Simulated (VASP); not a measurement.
Input of a VASP 6.6.1 run:

File INCAR:

```
ALGO = Normal ; EDIFF = 1E-8
ENCUT = 520 ; GGA = PE
ISIF = 2 ; ISMEAR = -1
LASPH = True ; LCHARG = False
LEFG = True ; LREAL = False
LWAVE = False ; NBANDS = 16
NELM = 80 ; PREC = Accurate
SIGMA = 0.05
```

File KPOINTS:

```
k-points
0
Gamma
  10 10 10
```

File POSCAR:

```
GaP
1.0
    0.0000000000      2.6884177822      2.6884177822
    2.6884177822      0.0000000000      2.6884177822
    2.6884177822      2.6884177822      0.0000000000
Ga P
1 1
Direct
    0.0000000000      0.0000000000      0.0000000000
    0.7500000000      0.7500000000      0.7500000000
```

Potentials or basis: VASP PAW PBE potentials, release 64 (Ga_d, P).

Command:

```bash
$ cat potpaw_PBE.64/Ga_d/POTCAR potpaw_PBE.64/P/POTCAR > POTCAR
$ mpirun -np 1 vasp_std > vasp.out
```

Task: What does it give for the pressure?

Result: 6.4 GPa.

Task: Estimate the band gap on the k mesh.

Result: 1.53 eV, indirect (least direct gap 2.17 eV).

Caveat: without QUAD_EFG the Cq values of the log hold for a quadrupole moment of 1 mb, not for the nuclei. A k mesh can miss the band edges.
